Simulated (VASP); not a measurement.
Input of a VASP 6.6.1 run:

The input INCAR:

```
SYSTEM = AlN
PREC = Accurate
ENCUT = 520
EDIFF = 1E-6
ISMEAR = 0
SIGMA = 0.05
LREAL = .False.
LASPH = .True.
NELM = 80
ALGO = Normal
ISIF = 2
LWAVE = .False.
LCHARG = .False.
NBANDS = 16
```

Contents of KPOINTS:

```
regular mesh
0
Gamma
  9 9 6
  0 0 0
```

Contents of POSCAR:

```
AlN
1.0
    3.1401951683      0.0000000000      0.0000000000
   -1.5700975842      2.7194887886      0.0000000000
    0.0000000000      0.0000000000      5.0261421483
Al N
2 2
Direct
    0.3054891404      0.6666666667      0.0015210182
    0.6945108596      0.3333333333      0.5015210182
    0.3581834940      0.6666666667      0.3834789818
    0.6418165060      0.3333333333      0.8834789818
```

Potentials or basis: VASP PAW LDA potentials, release 64 (Al, N).

Launch:

```sh
$ cat potpaw_LDA.64/Al/POTCAR potpaw_LDA.64/N/POTCAR > POTCAR
$ mpirun -np 1 vasp_std > vasp.out
```

(1) What does it give for the band gap on the k mesh?

(2) Predict the pressure.

(3) What does it give for the largest force?

Results:

(1) 3.90 eV, direct.

(2) -9.2 GPa.

(3) 0.487 eV/Å.
